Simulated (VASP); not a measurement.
**In: single point with RPBE**

In:

```
In
1.0
     0.00000    2.39942    2.39942
     2.39942    0.00000    2.39942
     2.39942    2.39942    0.00000
In
1
Direct
  0.00000 0.00000 0.00000
```

This cell differs from its parent crystal: volume scaled by 0.96.

```
Program                : VASP 6.6.1
Task                   : single point
Functional             : RPBE
Potentials or basis    : VASP PAW PBE potentials, release 64 (In_d)
Cutoff                 : 520 eV
k mesh                 : 13 × 13 × 13
Occupations            : fermi-dirac, width 0.1 eV
Spin                   : no spin polarisation
Dipole correction      : no
Further INCAR settings : ALGO = Normal; EDIFF = 1e-06; NBANDS = 12
```

The pressure is 1.3 GPa.

Levels at points of the mesh, in eV from the Fermi level:
| k point | band 3 | band 4 | band 5 | band 6 | band 7 | band 8 | band 9 | band 10 |
| --- | --- | --- | --- | --- | --- | --- | --- | --- |
| (0.00, 0.00, 0.00) | -14.68 | -14.54 | -14.54 | -9.21 | 10.09 | 10.09 | 10.09 | 11.29 |

Run time: 26 s on 1 thread of Intel(R) Xeon(R) Platinum 8488C (Sapphire Rapids) (shared host), peak memory 0.17 GiB.

Caveat: the PAW data sets were made with another functional, which shifts forces and pressure a little; spin-orbit coupling is left out, which moves the levels of the heavy elements.
